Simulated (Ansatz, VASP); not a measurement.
# CdF2: VASP beside Ansatz

Contents of INCAR:

```
SYSTEM = CdF2
ALGO = Normal ; EDIFF = 1E-6
ENCUT = 700 ; GGA = PS
GGA_COMPAT = .FALSE. ; ISIF = 2
ISMEAR = 0 ; LASPH = .TRUE.
LCHARG = .FALSE. ; LREAL = .FALSE.
LWAVE = .FALSE. ; NBANDS = 24
NELM = 120 ; PREC = Accurate
SIGMA = 0.05
```

The input KPOINTS:

```
k-points
0
G
  8 8 8
  0 0 0
```

File POSCAR:

```
CdF2
1.0
    0.3380201416      2.8731712034      2.8731712034
    2.8731712034      0.3380201416      2.8731712034
    2.8731712034      2.8731712034      0.3380201416
Cd F
1 2
Direct
    0.0000000000      0.0000000000      0.0000000000
    0.2500000000      0.2500000000      0.2500000000
    0.7500000000      0.7500000000      0.7500000000
```

Input for Ansatz:

```yaml
crystal:
  lattice:
    - [0.3380201416, 2.8731712034, 2.8731712034]
    - [2.8731712034, 0.3380201416, 2.8731712034]
    - [2.8731712034, 2.8731712034, 0.3380201416]
  atoms:
    - { symbol: Cd, position: [0.0, 0.0, 0.0] }
    - { symbol: F, position: [0.25, 0.25, 0.25] }
    - { symbol: F, position: [0.75, 0.75, 0.75] }
basis:
  ecutwfc: 420
kpoints:
  mp_grid: { grid: [8, 8, 8] }
hamiltonian:
  xc: pbesol
scf:
  occupations: { method: gaussian, width: 0.05 }
output:
  forces: true
  stress: true
  eigenvalues: true
```

Alike in both runs: task single point; functional PBEsol; k mesh 8 × 8 × 8; occupations gaussian, width 0.05 eV; no spin polarisation.

```csv
,VASP,Ansatz
version,VASP 6.6.1,Ansatz 0.2.0
potentials or method,"VASP PAW PBE potentials, release 64 (Cd_sv_GW, F), cutoff 700 eV","scalar-relativistic, plane waves, PAW"
valence electrons in the cell,34,34
```

|  | VASP | Ansatz | Ansatz less VASP |
| --- | --- | --- | --- |
| gap on the k mesh at the Fermi level (eV) | 3.01 | 3.02 | +0.012 |
| least direct gap on the mesh (eV) | 3.28 | 3.29 | +0.010 |
| pressure (GPa) | 3.0 | 3.3 | +0.30 |
| traceless stress, the component that is largest in VASP (GPa) | -1.92 | -1.84 | +0.078 |
| rms of the force components (eV/Å) | 0.100 | 0.097 | -0.0026 |

VASP's potentials were made for PBE, not for PBEsol. Atom by atom the forces differ by 0.003 eV/Å (rms over components). With one functional, cell and mesh, what is left measures potentials, basis and numerics.
